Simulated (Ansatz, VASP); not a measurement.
## Al2O3: VASP beside Ansatz

INCAR

```
  PREC = Accurate
  ENCUT = 520
  EDIFF = 1E-6
  ISMEAR = 0
  SIGMA = 0.05
  LREAL = F
  LASPH = T
  NELM = 80
  ALGO = Normal
  ISIF = 2
  LWAVE = F
  LCHARG = T
  GGA = PS
  LELF = T
  LVHAR = T
  NBANDS = 35
```

KPOINTS

```
regular mesh
0
Gamma
  6 6 6
```

The input POSCAR:

```
Al2O3
1.0
    2.3608220741      1.3630212600      3.9602003352
   -2.3608220741      1.3630212600      3.9602003352
    0.0000000000     -2.7260425199      3.9602003352
Al O
4 6
Direct
    0.8520350473      0.8520350473      0.8520350473
    0.6479649527      0.6479649527      0.6479649527
    0.1479649527      0.1479649527      0.1479649527
    0.3520350473      0.3520350473      0.3520350473
    0.0558571577      0.4441428423      0.7500000000
    0.7500000000      0.0558571577      0.4441428423
    0.4441428423      0.7500000000      0.0558571577
    0.9441428423      0.5558571577      0.2500000000
    0.2500000000      0.9441428423      0.5558571577
    0.5558571577      0.2500000000      0.9441428423
```

Input for Ansatz:

```yaml
crystal:
  lattice:
    - [2.3608220741, 1.36302126, 3.9602003352]
    - [-2.3608220741, 1.36302126, 3.9602003352]
    - [0.0, -2.7260425199, 3.9602003352]
  atoms:
    - { symbol: Al, position: [0.8520350473, 0.8520350473, 0.8520350473] }
    - { symbol: Al, position: [0.6479649527, 0.6479649527, 0.6479649527] }
    - { symbol: Al, position: [0.1479649527, 0.1479649527, 0.1479649527] }
    - { symbol: Al, position: [0.3520350473, 0.3520350473, 0.3520350473] }
    - { symbol: O, position: [0.0558571577, 0.4441428423, 0.75] }
    - { symbol: O, position: [0.75, 0.0558571577, 0.4441428423] }
    - { symbol: O, position: [0.4441428423, 0.75, 0.0558571577] }
    - { symbol: O, position: [0.9441428423, 0.5558571577, 0.25] }
    - { symbol: O, position: [0.25, 0.9441428423, 0.5558571577] }
    - { symbol: O, position: [0.5558571577, 0.25, 0.9441428423] }
basis:
  ecutwfc: 520.0
kpoints:
  mp_grid: { grid: [6, 6, 6] }
hamiltonian:
  xc: pbesol
  pseudopotentials: { kind: paw, azcp: { folder: soft_1 } }
scf:
  occupations: { method: gaussian, width: 0.05 }
output:
  forces: true
  stress: true
  eigenvalues: true
```

Alike in both runs: task single point; functional PBEsol; k mesh 6 × 6 × 6; occupations gaussian, width 0.05 eV; no spin polarisation.

|  | VASP | Ansatz |
| --- | --- | --- |
| version | VASP 6.6.1 | Ansatz 0.2.0 |
| potentials or method | VASP PAW PBE potentials, release 64 (Al, O), cutoff 520 eV | scalar-relativistic, plane waves, PAW |
| valence electrons in the cell | 48 | 48 |

Ansatz gave:

```
gap on the k mesh at the Fermi level (eV) : 6.59
least direct gap on the mesh (eV)         : 6.59
rms of the force components (eV/Å)        : 0.351
```

Problem. Estimate VASP's values.

Solution. gap on the k mesh at the Fermi level (eV): 6.60; least direct gap on the mesh (eV): 6.60; rms of the force components (eV/Å): 0.360.

VASP's potentials were made for PBE, not for PBEsol, and Ansatz warns of the same on its side. Atom by atom the forces differ by 0.009 eV/Å (rms over components). The functional is the same, so the differences come from potentials, cutoffs and numerics.
